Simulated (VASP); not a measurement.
Ag: relaxation of cell and atoms with PBE

The system is Ag.

```
CELL_PARAMETERS angstrom
5.23740 0.00000 0.00000
2.09122 4.95794 0.00000
-1.73770 0.39984 3.41249
ATOMIC_POSITIONS crystal
Ag 0.47954 0.69494 0.39830
Ag 0.22252 0.35171 0.50286
Ag 0.75667 0.14032 0.21180
Ag 0.97828 0.55082 0.90989
```

The cell was generated, and may not be a known phase.

```
Program                : VASP 6.6.1
Task                   : relaxation of cell and atoms
Functional             : PBE
Potentials or basis    : VASP PAW PBE potentials, release 64 (Ag)
Cutoff                 : 600 eV
k mesh                 : 4 × 4 × 6
Occupations            : gaussian, width 0.1 eV
Spin                   : no spin polarisation
Dipole correction      : no
Further INCAR settings : ALGO = Fast; EDIFF = 1e-07; IBRION = 2; EDIFFG = -0.04; NSW = 90; ISIF = 3
```

```yaml
Relaxed_volume: 17.75 Å³/atom
Relaxed_cell: a = 5.015 Å, b = 4.165 Å, c = 4.191 Å, α = 89.90°, β = 114.22°, γ = 65.45°
Space_group_after_relaxing_to_0.1_Å: I4/mmm (No. 139)
Energy_gained_by_relaxing: 1047.8 meV/atom
Ionic_steps: 32
Pressure_after_relaxing: 0.2 GPa
Largest_force_after_relaxing: 0.032 eV/Å
Band_gap_on_the_k_mesh: zero (bands 22 and 23 overlap by 3.22 eV)
```

Forces on the atoms (eV/Å):
```
Ag  -0.023  0.003  0.018
Ag  -0.006 -0.016  0.017
Ag   0.011 -0.005 -0.016
Ag   0.018  0.019 -0.019
```

Stress tensor (GPa, compression positive):
```
 0.13  0.00 -0.15
 0.00  0.22 -0.08
-0.15 -0.08  0.34
```

The path:
```tsv
step	energy change (eV)	largest force (eV/Å)	pressure (GPa)	volume (Å³)
1	0.0000	6.9523	14.88	88.61
2	-1.5204	1.8147	-5.72	115.58
3	-1.8749	2.3923	-2.58	102.13
4	-2.3656	0.7716	-4.00	98.81
5	-2.4979	0.6434	-3.72	96.57
6	-2.4209	1.2795	-0.47	91.91
7	-2.5230	0.7856	-3.19	95.20
8	-2.6964	0.7809	0.47	87.28
9	-2.6982	0.7917	0.99	86.50
10	-2.8742	0.8306	0.82	84.47
11	-2.9207	1.4711	4.75	78.10
12	-3.0093	0.9732	1.81	81.36
13	-3.1706	0.6999	-0.91	82.70
14	-3.2371	0.4408	-2.88	84.09
15	-3.3681	0.5147	-0.62	79.91
16	-3.3886	0.8030	1.14	77.75
17	-3.5301	0.8134	1.15	76.35
18	-3.5819	0.9104	2.38	74.49
19	-3.7001	0.5107	-2.89	78.38
20	-3.7001	0.5101	-2.82	78.31
21	-3.8491	0.7104	-0.81	74.85
22	-3.8796	0.9552	0.79	73.17
23	-4.0261	0.7810	0.10	72.42
24	-4.0480	0.6527	0.67	71.78
25	-4.0519	0.6892	0.40	71.98
26	-4.1458	0.3611	-1.36	72.62
27	-4.1564	0.2372	-1.84	72.92
28	-4.1456	0.2684	3.87	68.68
29	-4.1773	0.2439	0.47	70.93
30	-4.1890	0.0913	-0.14	71.33
31	-4.1890	0.0847	-0.18	71.35
32	-4.1913	0.0325	0.23	71.02
```

Final structure:
```xyz
4
Lattice="5.0132 -0.1122 -0.0300 1.8162 3.7376 0.2761 -1.6844 0.5460 3.7981" Properties=species:S:1:pos:R:3 pbc="T T T"
Ag    3.0556    3.0561    0.7055
Ag    1.3016    1.4638    2.4662
Ag    3.7718    0.3342    1.4401
Ag    3.8371    2.4722    3.4779
```

Levels at points of the mesh, in eV from the Fermi level:
| k point | band 18 | band 19 | band 20 | band 21 | band 22 | band 23 | band 24 | band 25 | band 26 |
| --- | --- | --- | --- | --- | --- | --- | --- | --- | --- |
| (0.00, 0.00, 0.00) | -2.83 | -2.83 | -2.78 | -2.76 | 1.93 | 5.74 | 5.75 | 5.85 | 5.85 |
| (0.50, 0.00, 0.00) | -3.00 | -2.84 | -2.83 | -2.73 | -2.72 | 1.45 | 1.54 | 6.14 | 6.29 |
| (0.00, 0.50, 0.00) | -3.65 | -3.13 | -3.13 | -2.43 | -2.42 | 2.49 | 2.50 | 6.53 | 6.54 |
| (0.50, 0.50, 0.00) | -3.65 | -3.13 | -3.13 | -2.43 | -2.43 | 2.51 | 2.53 | 6.53 | 6.55 |
| (0.00, 0.00, 0.50) | -3.64 | -3.13 | -3.13 | -2.46 | -2.46 | 2.53 | 2.54 | 6.61 | 6.62 |
| (0.50, 0.00, 0.50) | -3.66 | -3.13 | -3.12 | -2.43 | -2.42 | 2.39 | 2.40 | 6.57 | 6.57 |
| (0.00, 0.50, 0.50) | -3.00 | -2.94 | -2.93 | -0.70 | -0.69 | -0.31 | -0.26 | 3.34 | 3.44 |
| (0.50, 0.50, 0.50) | -3.01 | -2.94 | -2.92 | -0.69 | -0.67 | -0.33 | -0.27 | 3.31 | 3.43 |

Run time: 51 min on 1 thread of Intel(R) Xeon(R) Platinum 8488C (Sapphire Rapids), on a shared host, peak memory 0.33 GiB.

Caveat: the volume moved by over 15 % at a fixed basis, so the end points are rough.
